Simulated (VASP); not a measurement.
# W (Fm-3m) in VASP: further runs

Runs on W. Level: PBE. Tasks: relaxation of cell and atoms.

Everything below comes from runs of VASP 6.6.1. Logs are shortened: lines on timing, memory, paths and dates and some standing lists are left out, and cuts for length are marked.

## 1. The cell of the first run

Symmetry: Fm-3m, No. 225, cubic system. The conventional cell has a = 4.060 Å, b = 4.060 Å, c = 4.060 Å, α = 90.00°, β = 90.00°, γ = 90.00°. Within 3.8 Å of W (site symmetry m-3m) lie 12 W at 2.87 Å.

## 2. Relaxation of cell and atoms, PBE

Input file INCAR:

```
SYSTEM = W
PREC = Accurate ; ENCUT = 600
EDIFF = 1E-6 ; ISMEAR = 1
SIGMA = 0.05 ; LREAL = .FALSE.
LASPH = .TRUE. ; NELM = 80
ALGO = Normal ; ISIF = 3
LWAVE = .FALSE. ; LCHARG = .FALSE.
GGA = PE ; IBRION = 2
NSW = 80 ; EDIFFG = -0.03
```

Input file KPOINTS:

```
Automatic mesh
0
G
  12 12 12
  0 0 0
```

Input file POSCAR:

```
W
1.0
    0.0000000000      2.0300000000      2.0300000000
    2.0300000000      0.0000000000      2.0300000000
    2.0300000000      2.0300000000      0.0000000000
W
1
Direct
    0.0000000000      0.0000000000      0.0000000000
```

Potentials or basis: VASP PAW PBE potentials, release 64 (W_sv).

The run is started by

```sh
cat potpaw_PBE.64/W_sv/POTCAR > POTCAR
mpirun -np 1 vasp_std > vasp.out
```

OUTCAR:

```text
SYSTEM = W
   PREC = Accurate
   ENCUT = 600
   EDIFF = 1E-6
   ISMEAR = 1
   LREAL = .FALSE.
   LASPH = .TRUE.
   NELM = 80
   ISIF = 3
   GGA = PE
   IBRION = 2
   NSW = 80
   EDIFFG = -0.03

 ion  position               nearest neighbor table
   1  0.000  0.000  0.000-

  LATTYP: Found a face centered cubic cell.
 ALAT       =     4.0600000000

  Lattice vectors:

 A1 = (   0.0000000000,   2.0300000000,   2.0300000000)
 A2 = (   2.0300000000,   0.0000000000,   2.0300000000)
 A3 = (   2.0300000000,   2.0300000000,   0.0000000000)

Analysis of symmetry for initial positions (statically):
=====================================================================
 Subroutine PRICEL returns:
 Original cell was already a primitive cell.

 Routine SETGRP: Setting up the symmetry group for a
 face centered cubic supercell.

 Subroutine GETGRP returns: Found 48 space group operations
 (whereof 48 operations were pure point group operations)
 out of a pool of 48 trial point group operations.

The static configuration has the point symmetry O_h .

Analysis of symmetry for dynamics (positions and initial velocities):
=====================================================================
 Subroutine PRICEL returns:
 Original cell was already a primitive cell.

 Routine SETGRP: Setting up the symmetry group for a
 face centered cubic supercell.

 Subroutine GETGRP returns: Found 48 space group operations
 (whereof 48 operations were pure point group operations)
 out of a pool of 48 trial point group operations.

The dynamic configuration has the point symmetry O_h .

 Subroutine INISYM returns: Found 48 space group operations
 (whereof 48 operations are pure point group operations),
 and found     1 'primitive' translations

----------------------------------------------------------------------------------------

                                     Primitive cell

  volume of cell :      16.7309

  direct lattice vectors                    reciprocal lattice vectors
     0.000000000  2.030000000  2.030000000    -0.246305419  0.246305419  0.246305419
[... 92 lines left out ...]
   POTIM  = 0.5000    time-step for ionic-motion
   TEBEG  =    0.0;   TEEND  =   0.0 temperature during run
   PSTRESS=    0.0 pullay stress
   NELECT =      14.0000    total number of electrons
   NUPDOWN=      -1.0000    fix difference up-down
   EMIN   =  10.00;   EMAX   =-10.00  energy-range for DOS
   EFERMI =   0.00;   METHOD = LEGACY
   ISMEAR =     1;   SIGMA  =   0.05  broadening in eV -4-tet -1-fermi 0-gaus
   EFERMI_NEDOS =   21; number of points for ismear=-14 and -15
   IALGO  =     38    algorithm
   IMIX   =      4    mixing-type and parameters
     AMIX     =   0.40;   BMIX     =  1.00
     AMIX_MAG =   1.60;   BMIX_MAG =  1.00
  volume/ion in A,a.u.               =      16.73       112.91
  Fermi-wavevector in a.u.,A,eV,Ry     =   1.542688  2.915258 32.380324  2.379887
  Thomas-Fermi vector in A             =   2.648457
   LORBIT       =      0    0 simple, 1 ext, 2 COOP (PROOUT), +10 PAW based schemes
   GGA     = PE    functional components
   LHFCALC =     F    Hartree Fock is set to
   AEXX    =    0.0000 exact exchange contribution
   IVDW    =     0    specifies the selected vdW correction
   LEPSILON=     F    determine dielectric tensor
   LRPA    =     F    only Hartree local field effects (RPA)
 conjugate gradient relaxation of ions
 non-spin polarized calculation
 Methfessel and Paxton  Order N= 1 SIGMA  =   0.05
  energy-cutoff  :      600.00
  volume of cell :       16.73
 maximum number of plane-waves:       568
   NGX = 11   NGY = 11   NGZ = 11

--------------------------------------- Ionic step        1  -------------------------------------------

 number of electron      14.0000002 magnetization

 Free energy of the ion-electron system (eV)
  ---------------------------------------------------
  ext. energy  EPLUGINS =         0.00000000
  ---------------------------------------------------
  free energy    TOTEN  =       -12.46536984 eV

  energy without entropy =      -12.46506195  energy(sigma->0) =      -12.46526721

------------------------ aborting loop because EDIFF is reached ----------------------------------------

  FORCE on cell =-STRESS in cart. coord.  units (eV):
  Direction    XX          YY          ZZ          XY          YZ          ZX
  --------------------------------------------------------------------------------------
  -------------------------------------------------------------------------------------
  Total       -0.4738421     -0.4738421     -0.4738421      0.0000000     -0.0000000      0.0000000
  in kB      -45.3759875    -45.3759875    -45.3759875      0.0000000     -0.0000000      0.0000000
  external PRESSURE =     -45.3759875 kB  Pullay stress =       0.0000000 kB
[... 92 lines left out ...]
--------------------------------------- Ionic step        4  -------------------------------------------

 number of electron      14.0000002 magnetization

 Free energy of the ion-electron system (eV)
  ---------------------------------------------------
  ext. energy  EPLUGINS =         0.00000000
  ---------------------------------------------------
  free energy    TOTEN  =       -12.46935735 eV

  energy without entropy =      -12.46890491  energy(sigma->0) =      -12.46920654

 E-fermi :  10.4559     XC(G=0): -13.4147

 val. band max:       10.4514933845   @ k =  -0.4167   0.0833   0.0000
 cond. band min:      10.4701302539   @ k =  -0.2500   0.0833   0.0000
 fundamental gap:      0.0186368694
 Fermi energy:        10.4559474258

 k-point     1 :       0.0000    0.0000    0.0000
  band No.  band energies     occupation
      1     -63.2239      2.00000
      2     -26.8602      2.00000
      3     -26.8602      2.00000
      4     -26.8602      2.00000
      5       1.4677      2.00000
      6       9.8946      2.00000
      7       9.8946      2.00000
      8       9.8946      2.00000
      9      13.0068      0.00000
     10      13.0068      0.00000
     11      23.2247      0.00000
[... 309 lines left out ...]
 k-point    24 :      -0.4167    0.1667    0.0000
  band No.  band energies     occupation
      1     -63.1089      2.00000
      2     -27.8901      2.00000
      3     -27.2228      2.00000
      4     -27.0547      2.00000
      5       5.8582      2.00000
      6       8.5007      2.00000
      7       9.9892      2.00000
      8      10.5504     -0.02247
      9      14.8707      0.00000
     10      17.2347      0.00000
     11      20.2481      0.00000

 [... further k-points ...]
[... 5 lines left out ...]
  --------------------------------------------------------------------------------------
  -------------------------------------------------------------------------------------
  Total       -0.0236428     -0.0236428     -0.0236428     -0.0000000      0.0000000     -0.0000000
  in kB       -2.3004016     -2.3004016     -2.3004016     -0.0000000      0.0000000     -0.0000000
  external PRESSURE =      -2.3004016 kB  Pullay stress =       0.0000000 kB
[... 16 lines left out ...]
  FREE ENERGIE OF THE ION-ELECTRON SYSTEM (eV)
  ---------------------------------------------------
  free  energy   TOTEN  =       -12.4693573464 eV

  energy  without entropy=      -12.4689049143  energy(sigma->0) =      -12.46920654

 reached required accuracy - stopping structural energy minimisation
```

OSZICAR:

```text
N       E                     dE             d eps       ncg     rms          rms(c)
DAV:   1     0.837923543308E+02    0.83792E+02   -0.85419E+03  1584   0.158E+03
DAV:   2    -0.113769759510E+02   -0.95169E+02   -0.92370E+02  1695   0.356E+02
DAV:   3    -0.130870390458E+02   -0.17101E+01   -0.16843E+01  1821   0.461E+01
[... 26 lines left out ...]
       N       E                     dE             d eps       ncg     rms          rms(c)
DAV:   1    -0.124695134560E+02   -0.14188E-03   -0.32870E-03  1635   0.900E-01    0.149E-01
DAV:   2    -0.124693753640E+02    0.13809E-03   -0.21288E-04  1632   0.196E-01    0.312E-02
DAV:   3    -0.124693577857E+02    0.17578E-04   -0.48196E-05  1668   0.905E-02    0.240E-02
DAV:   4    -0.124693573464E+02    0.43927E-06   -0.14535E-06  1349   0.166E-02
   4 F= -.12469357E+02 E0= -.12469207E+02  d E =-.398751E-02
```

It took 24 s on 1 thread of Intel Xeon Platinum 8488C (Sapphire Rapids), shared host; peak memory 0.15 GiB.

Results:

```
Free energy                            : -12.4694 eV
Relaxed volume                         : 16.47 Å³/atom
Relaxed cell                           : a = 2.856 Å, b = 2.856 Å, c = 2.856 Å, α = 60.00°, β = 60.00°, γ = 60.00°
Space group after relaxing (to 0.05 Å) : Fm-3m (No. 225)
Energy gained by relaxing              : 4.0 meV/atom
Ionic steps                            : 4
Pressure after relaxing                : -0.2 GPa
Band gap on the k mesh                 : zero (band 7 reaches 13.47 eV, above the bottom of band 8 at 9.89 eV)
```

Step by step:
```tsv
step	energy change (eV)	largest force (eV/Å)	pressure (GPa)	volume (Å³)
1	0.0000	0.0000	-4.54	16.73
2	0.0364	0.0000	16.46	15.61
3	-0.0040	0.0000	0.30	16.45
4	-0.0040	0.0000	-0.23	16.47
```

Final structure:
```cif
data_structure
_symmetry_space_group_name_H-M 'P 1'
_symmetry_Int_Tables_number 1
_cell_length_a 2.8557
_cell_length_b 2.8557
_cell_length_c 2.8557
_cell_angle_alpha 60.000
_cell_angle_beta 60.000
_cell_angle_gamma 60.000
_cell_volume 16.47
loop_
_atom_site_label
_atom_site_type_symbol
_atom_site_fract_x
_atom_site_fract_y
_atom_site_fract_z
_atom_site_occupancy
W1 W 0.00000 0.00000 0.00000 1
```

Caveat: spin-orbit coupling is left out, which moves the levels of the heavy elements.

## 3. Relaxation of cell and atoms, PBE, target pressure 10 GPa, at which the enthalpy is minimised

Input file INCAR:

```
PREC = Accurate
ENCUT = 600
EDIFF = 1E-6
ISMEAR = 1
SIGMA = 0.05
LREAL = False
LASPH = True
NELM = 100
ALGO = Normal
ISIF = 3
LWAVE = False
LCHARG = False
GGA = PE
IBRION = 2
NSW = 80
EDIFFG = -0.03
PSTRESS = 100.0
```

Input file KPOINTS:

```
Automatic mesh
0
Gamma
  12 12 12
```

POSCAR is that of step 2.

Potentials or basis: VASP PAW PBE potentials, release 64 (W_sv).

The run is started by

```sh
cat potpaw_PBE.64/W_sv/POTCAR > POTCAR
mpirun -np 1 vasp_std > vasp.out
```

Run time: 34 s. Hardware: 1 thread of Intel Xeon Platinum 8488C (Sapphire Rapids), shared host; peak memory 0.15 GiB.

It converged, with:

```
Free energy                                            : -12.4528 eV
Relaxed volume                                         : 15.90 Å³/atom
Relaxed cell                                           : a = 2.822 Å, b = 2.822 Å, c = 2.822 Å, α = 60.00°, β = 60.00°, γ = 60.00°
Space group after relaxing (to 0.05 Å)                 : Fm-3m (No. 225)
Energy change on relaxing (the enthalpy is what falls) : +12.6 meV/atom
Ionic steps                                            : 5
Pressure after relaxing                                : 10.0 GPa
Band gap on the k mesh                                 : zero (band 7 reaches 14.16 eV, above the bottom of band 8 at 10.34 eV)
```

Step by step:
```
step  energy change (eV)  largest force (eV/Å)  pressure (GPa)  volume (Å³)
   1              0.0000                0.0000           -4.54        16.73
   2              0.7518                0.0000           92.66        13.32
   3              0.0079                0.0000            8.36        15.98
   4              0.0116                0.0000            9.70        15.91
   5              0.0126                0.0000           10.04        15.90
```

Final structure:
```xyz
1
Lattice="0.0000 1.9958 1.9958 1.9958 0.0000 1.9958 1.9958 1.9958 0.0000" Properties=species:S:1:pos:R:3 pbc="T T T"
W     0.0000    0.0000    0.0000
```

Levels at points of the mesh, in eV from the Fermi level:
```tsv
k point	band 3	band 4	band 5	band 6	band 7	band 8	band 9	band 10	band 11
(0.00, 0.00, 0.00)	-37.19	-37.19	-9.17	-0.60	-0.60	-0.60	2.68	2.68	12.81
(0.50, 0.00, 0.00)	-37.36	-37.36	-5.78	-0.84	-0.84	0.72	5.27	5.27	10.77
(0.50, 0.50, 0.00)	-37.65	-37.65	-5.72	-4.72	3.22	5.24	6.04	6.04	12.01
```

Caveat: the cell is relaxed towards a set pressure, so the enthalpy falls and the energy may rise; spin-orbit coupling is left out, which moves the levels of the heavy elements.
